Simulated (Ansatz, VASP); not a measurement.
Ag: VASP beside Ansatz

INCAR

```
SYSTEM = Ag
PREC = Accurate
ENCUT = 600
EDIFF = 1E-6
ISMEAR = -1
SIGMA = 0.1
LREAL = .FALSE.
LASPH = .TRUE.
NELM = 80
ALGO = Normal
ISIF = 3
LWAVE = .FALSE.
LCHARG = .FALSE.
GGA = B5
ALDAX = 1.0
AGGAX = 1.0
AGGAC = 1.0
ALDAC = 0.0
IBRION = 2
NSW = 80
EDIFFG = -0.01
```

Contents of KPOINTS:

```
Automatic mesh
0
G
  13 13 3
  0 0 0
```

POSCAR

```
Ag
1.0
    2.8861989086      0.0000000000      0.0000000000
   -1.4430994543      2.4995215753      0.0000000000
    0.0000000000      0.0000000000     10.0000000000
Ag
4
Direct
    0.3333333333      0.6666666667      0.2500000000
    0.6666666667      0.3333333333      0.7500000000
    0.0000000000      0.0000000000      0.0000000000
    0.0000000000      0.0000000000      0.5000000000
```

Input for Ansatz:

```yaml
crystal:
  lattice:
    - [2.8861989086, 0.0, 0.0]
    - [-1.4430994543, 2.4995215753, 0.0]
    - [0.0, 0.0, 10.0]
  atoms:
    - { symbol: Ag, position: [0.3333333333, 0.6666666667, 0.25] }
    - { symbol: Ag, position: [0.6666666667, 0.3333333333, 0.75] }
    - { symbol: Ag, position: [0.0, 0.0, 0.0] }
    - { symbol: Ag, position: [0.0, 0.0, 0.5] }
hamiltonian:
  xc: blyp
  pseudopotentials:
    kind: paw
    azcp:
      Ag: "pseudopotentials/Ag.paw.azcp"
basis:
  ecutwfc: 420
  fft_grid_basis: typed
kpoints:
  mp_grid: { grid: [13, 13, 3], shift: [0, 0, 0] }
magnetization:
  spin_polarized: false
scf:
  occupations: { method: fermi_dirac, width: 0.1 }
relax:
  max_steps: 60
  f_tol: 0.01
  cell: {}
```

Alike in both runs: task relaxation of cell and atoms; functional BLYP; k mesh 13 × 13 × 3; occupations fermi-dirac, width 0.1 eV; no spin polarisation.

|  | VASP | Ansatz |
| --- | --- | --- |
| version | VASP 6.6.1 | Ansatz 0.2.0 |
| potentials or method | VASP PAW PBE potentials, release 64 (Ag), cutoff 600 eV | plane waves (420 eV) with PAW, scalar-relativistic |
| valence electrons in the cell | 44 | 76 |

Ansatz gave:

- relaxed volume (Å³/atom): 19.30
- relaxed cell length with the largest relative difference (Å): 3.001

Estimate VASP's values.

relaxed volume (Å³/atom): 19.32; relaxed cell length with the largest relative difference (Å): 3.002.

VASP's potentials were made for PBE, not for BLYP. VASP's potentials hold 44 valence electrons a cell and Ansatz's 76, so a difference there can come from the potentials and not from the codes.
